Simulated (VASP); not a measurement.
LiH, 2 atoms in the cell. Symmetry: I4/mmm, No. 139, tetragonal system. Conventional cell: a = 2.903 Å, b = 2.903 Å, c = 4.065 Å, α = 90.00°, β = 90.00°, γ = 90.00°. Li (site symmetry 4/mmm) has 6 H at 2.03 to 2.05 Å within 2.7 Å. H (site symmetry 4/mmm) has 6 Li at 2.03 to 2.05 Å within 2.7 Å.  This cell differs from its parent crystal: x and y stretched by +1 %, z held.

- Program: VASP 6.6.1
- Task: single point
- Functional: PBE
- Potentials or basis: VASP PAW PBE potentials, release 64 (Li_sv, H)
- Cutoff: 520 eV
- k mesh: 11 × 11 × 11
- Occupations: fermi-dirac, width 0.03 eV
- Spin: no spin polarisation
- Dipole correction: no
- Further INCAR settings: ALGO = Normal; EDIFF = 1e-06; NBANDS = 9

Potentials or basis: VASP PAW PBE potentials, release 64 (Li_sv, H).

The run is started by

```console
$ cat potpaw_PBE.64/Li_sv/POTCAR potpaw_PBE.64/H/POTCAR > POTCAR
$ mpirun -np 1 vasp_std > vasp.out
```

Hardware: 1 thread of Intel Xeon 8259CL (shared host).

Question: Estimate the wall time of this run.

Answer: Wall time 23 s on 1 thread of Intel Xeon 8259CL, with other jobs on the host, peak memory 0.14 GiB. Counts: scf iterations 11, k points 126.
